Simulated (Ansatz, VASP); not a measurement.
# Sn3As: VASP beside Ansatz

```
Sn As
1.0
     4.67633    0.00000    0.00000
     0.00000    4.67633    0.00000
     0.00000    0.00000    4.67633
Sn As
3 1
Direct
  0.50000 0.00000 0.50000
  0.00000 0.50000 0.50000
  0.50000 0.50000 0.00000
  0.00000 0.00000 0.00000
```

Change from the starting cell: species swapped into the Pt3Pb type (Pm-3m, No. 221).

Alike in both runs: task relaxation of cell and atoms; functional PBE; k mesh 10 × 10 × 10; occupations gaussian, width 0.1 eV; no spin polarisation.

|  | VASP | Ansatz |
| --- | --- | --- |
| version | VASP 6.6.1 | Ansatz 0.2.0 |
| potentials or method | VASP PAW PBE potentials, release 64 (Sn_d, As), cutoff 600 eV | scalar-relativistic, plane waves, PAW |
| valence electrons in the cell | 47 | 57 |

|  | VASP | Ansatz | Ansatz less VASP |
| --- | --- | --- | --- |
| gap on the k mesh at the Fermi level, each at its own relaxed structure (eV) | none | none | - |
| relaxed volume (Å³/atom) | 25.86 | 25.87 | +0.003 |
| relaxed cell length with the largest relative difference (Å) | 4.694 | 4.695 | +0.0002 |

A gap of «none» marks a metal or a gap that the smearing closes. VASP's potentials hold 47 valence electrons a cell and Ansatz's 57, so a difference there can come from the potentials and not from the codes.
